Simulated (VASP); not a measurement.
Set up this calculation in VASP 6.6.1, as the native input.

* Task: single point
* Functional: PBE
* Potentials or basis: VASP PAW PBE potentials, release 64 (Mn_pv, S)
* Cutoff: 520 eV
* k mesh: 6 × 6 × 3
* Occupations: gaussian, width 0.05 eV
* Spin: collinear spin, zero start
* Starting moments: [0.0, 0.0, 0.0, 0.0] μB
* Fixed moment: 0 μB
* Hubbard terms: Mn d U = 5.0 eV
* Dipole correction: no
* Further INCAR settings: ALGO = Normal; EDIFF = 1e-06; NBANDS = 31

The structure of MnS lies in POSCAR:

```
MnS
1.0
    3.9760016100      0.0000000000      0.0000000000
   -1.9880008000      3.4433184000      0.0000000000
    0.0000000000      0.0000000000      6.4320005000
Mn S
2 2
Direct
    0.3333333333      0.6666666667      0.0000000000
    0.6666666667      0.3333333333      0.5000000000
    0.3333333333      0.6666666667      0.3850000000
    0.6666666667      0.3333333333      0.8850000000
```

The input as run:

INCAR

```
SYSTEM = MnS
  ALGO = Normal
  EDIFF = 1E-6
  ENCUT = 520
  GGA = PE
  ISIF = 2
  ISMEAR = 0
  ISPIN = 2
  LASPH = .TRUE.
  LCHARG = .FALSE.
  LDAU = .TRUE.
  LDAUJ = 0 0
  LDAUL = 2 -1
  LDAUPRINT = 1
  LDAUTYPE = 2
  LDAUU = 5 0
  LMAXMIX = 4
  LORBIT = 11
  LREAL = .FALSE.
  LWAVE = .FALSE.
  MAGMOM = 0 0 0 0
  NBANDS = 31
  NELM = 150
  NUPDOWN = 0.0
  PREC = Accurate
  SIGMA = 0.05
```

KPOINTS

```
k-points
0
G
  6 6 3
  0 0 0
```

Potentials or basis: VASP PAW PBE potentials, release 64 (Mn_pv, S).

Command:

```bash
$ cat potpaw_PBE.64/Mn_pv/POTCAR potpaw_PBE.64/S/POTCAR > POTCAR
$ mpirun -np 1 vasp_std > vasp.out
```

Results of the run:

```
Pressure                                              : -11.5 GPa
Largest force                                         : 0.301 eV/Å
Net moment                                            : 0.00 μB per cell
Valence electrons inside the program's atomic spheres : Mn 11.45; S 3.70
```

Caveat: the total moment is fixed, so each spin has its own Fermi level.

Wall time 58 s on 1 thread of AMD EPYC 9R45 96-Core Processor (Zen 5), with other jobs on the host, peak memory 0.23 GiB.
